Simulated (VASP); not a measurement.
# Be (Fd-3m) in VASP: notebook

Be is run at these levels: LDA; tasks: single point.

All numbers are computed with VASP 6.6.1; they aren't measurements. Logs are shortened: lines on timing, memory, paths and dates and some standing lists are left out, and cuts for length are marked.

### Step 1. The cell of the first run

The structure is cubic, space group Fd-3m (No. 227). The conventional cell has a = 4.889 Å, b = 4.889 Å, c = 4.889 Å, α = 90.00°, β = 90.00°, γ = 90.00°. Within 2.8 Å of Be (site symmetry -43m) lie 4 Be at 2.12 Å.

### Step 2. Single point, LDA (volume scaled by 1.04)

INCAR

```
SYSTEM = Be
PREC     = Accurate       ! precision mode
ENCUT    = 520            ! plane-wave cutoff, eV
EDIFF    = 1E-6           ! SCF threshold, eV
ISMEAR   = -1             ! smearing method
SIGMA    = 0.1            ! smearing width, eV
LREAL    = .False.        ! projectors in reciprocal space
LASPH    = .True.         ! aspherical terms in the spheres
NELM     = 100            ! most SCF steps
ALGO     = Normal         ! electronic algorithm
ISIF     = 2              ! what is computed and relaxed
LWAVE    = .False.        ! write WAVECAR
LCHARG   = .False.        ! write CHGCAR
NBANDS   = 9              ! bands
```

KPOINTS

```
regular mesh
0
Gamma
  13 13 13
  0 0 0
```

POSCAR

```
Be
1.0
    0.0000000000      2.4445445362      2.4445445362
    2.4445445362      0.0000000000      2.4445445362
    2.4445445362      2.4445445362      0.0000000000
Be
2
Direct
    0.1250000000      0.1250000000      0.1250000000
    0.8750000000      0.8750000000      0.8750000000
```

Potentials or basis: VASP PAW LDA potentials, release 64 (Be).

Started as:

```bash
$ cat potpaw_LDA.64/Be/POTCAR > POTCAR
$ mpirun -np 1 vasp_std > vasp.out
```

OUTCAR:

```text
SYSTEM = Be
   PREC = Accurate
   ENCUT = 520
   EDIFF = 1E-6
   ISMEAR = -1
   LREAL = .False.
   LASPH = .True.
   NELM = 100
   ISIF = 2

 ion  position               nearest neighbor table
   1  0.125  0.125  0.125-   2 2.12   2 2.12   2 2.12   2 2.12
   2  0.875  0.875  0.875-   1 2.12   1 2.12   1 2.12   1 2.12

  LATTYP: Found a face centered cubic cell.
 ALAT       =     4.8890890724

  Lattice vectors:

 A1 = (   0.0000000000,   2.4445445362,   2.4445445362)
 A2 = (   2.4445445362,   0.0000000000,   2.4445445362)
 A3 = (   2.4445445362,   2.4445445362,   0.0000000000)

Analysis of symmetry for initial positions (statically):
=====================================================================
 Subroutine PRICEL returns:
 Original cell was already a primitive cell.

 Routine SETGRP: Setting up the symmetry group for a
 face centered cubic supercell.

 Subroutine GETGRP returns: Found 48 space group operations
 (whereof 12 operations were pure point group operations)
 out of a pool of 48 trial point group operations.

The static configuration has the point symmetry D_3d.
 The point group associated with its full space group is O_h .

Analysis of symmetry for dynamics (positions and initial velocities):
=====================================================================
 Subroutine PRICEL returns:
 Original cell was already a primitive cell.

 Routine SETGRP: Setting up the symmetry group for a
 face centered cubic supercell.

 Subroutine GETGRP returns: Found 48 space group operations
 (whereof 12 operations were pure point group operations)
 out of a pool of 48 trial point group operations.

The dynamic configuration has the point symmetry D_3d.
 The point group associated with its full space group is O_h .

 Subroutine INISYM returns: Found 48 space group operations
 (whereof 12 operations are pure point group operations),
 and found     1 'primitive' translations

----------------------------------------------------------------------------------------

                                     Primitive cell

  volume of cell :      29.2162

  direct lattice vectors                    reciprocal lattice vectors
     0.000000000  2.444544536  2.444544536    -0.204537079  0.204537079  0.204537079
     2.444544536  0.000000000  2.444544536     0.204537079 -0.204537079  0.204537079
     2.444544536  2.444544536  0.000000000     0.204537079  0.204537079 -0.204537079

  length of vectors
     3.457108037  3.457108037  3.457108037     0.354268614  0.354268614  0.354268614
[... 80 lines left out ...]
   NELM   =    100;   NELMIN=  2; NELMDL= -5     # of ELM steps
   EDIFF  = 0.1E-05   stopping-criterion for ELM
   LREAL  =      F    real-space projection
[... 7 lines left out ...]
   TEBEG  =    0.0;   TEEND  =   0.0 temperature during run
   PSTRESS=    0.0 pullay stress
   NELECT =       4.0000    total number of electrons
   NUPDOWN=      -1.0000    fix difference up-down
   EMIN   =  10.00;   EMAX   =-10.00  energy-range for DOS
   EFERMI =   0.00;   METHOD = LEGACY
   ISMEAR =    -1;   SIGMA  =   0.10  broadening in eV -4-tet -1-fermi 0-gaus
   EFERMI_NEDOS =   21; number of points for ismear=-14 and -15
   IALGO  =     38    algorithm
   IMIX   =      4    mixing-type and parameters
     AMIX     =   0.40;   BMIX     =  1.00
     AMIX_MAG =   1.60;   BMIX_MAG =  1.00
  volume/ion in A,a.u.               =      14.61        98.58
  Fermi-wavevector in a.u.,A,eV,Ry     =   0.843762  1.594480  9.686465  0.711935
  Thomas-Fermi vector in A             =   1.958682
   LORBIT       =      0    0 simple, 1 ext, 2 COOP (PROOUT), +10 PAW based schemes
   GGA     = CA    functional components
   LHFCALC =     F    Hartree Fock is set to
   AEXX    =    0.0000 exact exchange contribution
   IVDW    =     0    specifies the selected vdW correction
   LEPSILON=     F    determine dielectric tensor
   LRPA    =     F    only Hartree local field effects (RPA)
 non-spin polarized calculation
  energy-cutoff  :      520.00
  volume of cell :       29.22
 maximum number of plane-waves:       801
 NGX is ok and might be reduce to    28
   NGX = 13   NGY = 13   NGZ = 13

 number of electron       4.0000000 magnetization

 Free energy of the ion-electron system (eV)
  ---------------------------------------------------
  ext. energy  EPLUGINS =         0.00000000
  ---------------------------------------------------
  free energy    TOTEN  =        -4.95263688 eV

  energy without entropy =       -4.92381742  energy(sigma->0) =       -4.93822715

 E-fermi :   1.6224     XC(G=0):  -8.6037

 val. band max:        1.5969973177   @ k =  -0.4615   0.3846   0.1538
 cond. band min:       1.6380345924   @ k =  -0.3846   0.3077   0.0769
 fundamental gap:      0.0410372747
 Fermi energy:         1.6223960434

 k-point     1 :       0.0000    0.0000    0.0000
  band No.  band energies     occupation
      1      -5.5840      2.00000
      2       6.3333      0.00000
      3       6.3333      0.00000
      4       6.3333      0.00000
      5       8.9025      0.00000
      6       8.9025      0.00000
      7       8.9025      0.00000
      8      15.7263      0.00000
      9      16.0578      0.00000
[... 265 lines left out ...]
 k-point    24 :       0.4615    0.1538    0.0000
  band No.  band energies     occupation
      1      -2.7861      2.00000
      2      -0.2361      2.00000
      3       3.7307      0.00000
      4       3.8377      0.00000
      5       9.2414      0.00000
      6      11.6617      0.00000
      7      12.5178      0.00000
      8      13.8290      0.00000
      9      16.7332      0.00000

 [... further k-points ...]

------------------------ aborting loop because EDIFF is reached ----------------------------------------

  FORCE on cell =-STRESS in cart. coord.  units (eV):
  Direction    XX          YY          ZZ          XY          YZ          ZX
  --------------------------------------------------------------------------------------
  -------------------------------------------------------------------------------------
  Total       -0.3051717     -0.3051717     -0.3051717      0.0000000     -0.0000000     -0.0000000
  in kB      -16.7352007    -16.7352007    -16.7352007      0.0000000     -0.0000000     -0.0000000
  external PRESSURE =     -16.7352007 kB  Pullay stress =       0.0000000 kB

 VOLUME and BASIS-vectors are now :
 -----------------------------------------------------------------------------
  energy-cutoff  :      520.00
  volume of cell :       29.22
      direct lattice vectors                 reciprocal lattice vectors
     0.000000000  2.444544536  2.444544536    -0.204537079  0.204537079  0.204537079
     2.444544536  0.000000000  2.444544536     0.204537079 -0.204537079  0.204537079
     2.444544536  2.444544536  0.000000000     0.204537079  0.204537079 -0.204537079

 POSITION                                       TOTAL-FORCE (eV/Angst)
 -----------------------------------------------------------------------------------
      0.61114      0.61114      0.61114         0.000000      0.000000      0.000000
      4.27795      4.27795      4.27795        -0.000000     -0.000000     -0.000000
 -----------------------------------------------------------------------------------
    total drift:                               -0.000000     -0.000000     -0.000000

  FREE ENERGIE OF THE ION-ELECTRON SYSTEM (eV)
  ---------------------------------------------------
  free  energy   TOTEN  =        -4.9526368778 eV

  energy  without entropy=       -4.9238174240  energy(sigma->0) =       -4.93822715
```

OSZICAR:

```text
N       E                     dE             d eps       ncg     rms          rms(c)
DAV:   1    -0.162991555708E+01   -0.16299E+01   -0.14214E+03  1512   0.335E+02
DAV:   2    -0.493109974604E+01   -0.33012E+01   -0.30949E+01  2209   0.326E+01
DAV:   3    -0.498933054471E+01   -0.58231E-01   -0.57487E-01  1814   0.356E+00
DAV:   4    -0.498942768954E+01   -0.97145E-04   -0.97136E-04  2064   0.134E-01
DAV:   5    -0.498942770785E+01   -0.18312E-07   -0.18333E-07  1723   0.176E-03    0.894E-01
DAV:   6    -0.496449680446E+01    0.24931E-01   -0.81478E-03  1729   0.370E-01    0.533E-01
DAV:   7    -0.495262720496E+01    0.11870E-01   -0.15457E-02  1831   0.507E-01    0.237E-02
DAV:   8    -0.495263683811E+01   -0.96332E-05   -0.13828E-04  1710   0.719E-02    0.567E-03
DAV:   9    -0.495263687783E+01   -0.39712E-07   -0.13712E-06  1940   0.751E-03
   1 F= -.49526369E+01 E0= -.49382272E+01  d E =-.288195E-01
```

It took 9.7 s on 1 thread of Intel Xeon Platinum 8488C (Sapphire Rapids), shared host; peak memory 0.14 GiB.

Results:

```yaml
Free_energy: -4.9526 eV
Pressure: -1.7 GPa
Band_gap_on_the_k_mesh: zero (band 2 reaches 6.33 eV, above the bottom of band 3 at 0.28 eV)
```

Levels at points of the mesh, in eV from the Fermi level:
| k point | band 1 | band 2 | band 3 | band 4 | band 5 | band 6 |
| --- | --- | --- | --- | --- | --- | --- |
| (0.00, 0.00, 0.00) | -7.21 | 4.71 | 4.71 | 4.71 | 7.28 | 7.28 |

### Step 3. Single point, LDA (volume scaled by 1.12)

INCAR

```
PREC     = Accurate       # precision mode
ENCUT    = 520            # plane-wave cutoff, eV
EDIFF    = 1E-6           # SCF threshold, eV
ISMEAR   = -1             # smearing method
SIGMA    = 0.1            # smearing width, eV
LREAL    = F              # projectors in reciprocal space
LASPH    = T              # aspherical terms in the spheres
NELM     = 60             # most SCF steps
ALGO     = Normal         # electronic algorithm
ISIF     = 2              # what is computed and relaxed
LWAVE    = F              # write WAVECAR
LCHARG   = T              # write CHGCAR
LELF     = T              # ELF
LVHAR    = T            
NBANDS   = 9              # bands
```

KPOINTS

```
regular mesh
0
Gamma
  13 13 13
```

POSCAR

```
Be
1.0
    0.0000000000      2.5056833185      2.5056833185
    2.5056833185      0.0000000000      2.5056833185
    2.5056833185      2.5056833185      0.0000000000
Be
2
Direct
    0.1250000000      0.1250000000      0.1250000000
    0.8750000000      0.8750000000      0.8750000000
```

Potentials or basis: VASP PAW LDA potentials, release 64 (Be).

Started as:

```bash
$ cat potpaw_LDA.64/Be/POTCAR > POTCAR
$ mpirun -np 1 vasp_std > vasp.out
```

Wall time 10 s (1 thread of Intel Xeon Platinum 8488C (Sapphire Rapids), shared host); peak memory 0.13 GiB.

The run converged. Its results:

| Property | Result |
| --- | --- |
| Free energy | -4.9091 eV |
| Pressure | -4.4 GPa |
| Band gap on the k mesh | zero (band 2 reaches 5.73 eV, above the bottom of band 3 at 0.05 eV) |

Levels at points of the mesh, in eV from the Fermi level:
| k point | band 1 | band 2 | band 3 | band 4 | band 5 | band 6 | band 7 |
| --- | --- | --- | --- | --- | --- | --- | --- |
| (0.00, 0.00, 0.00) | -6.92 | 4.47 | 4.47 | 4.47 | 6.96 | 6.96 | 6.96 |
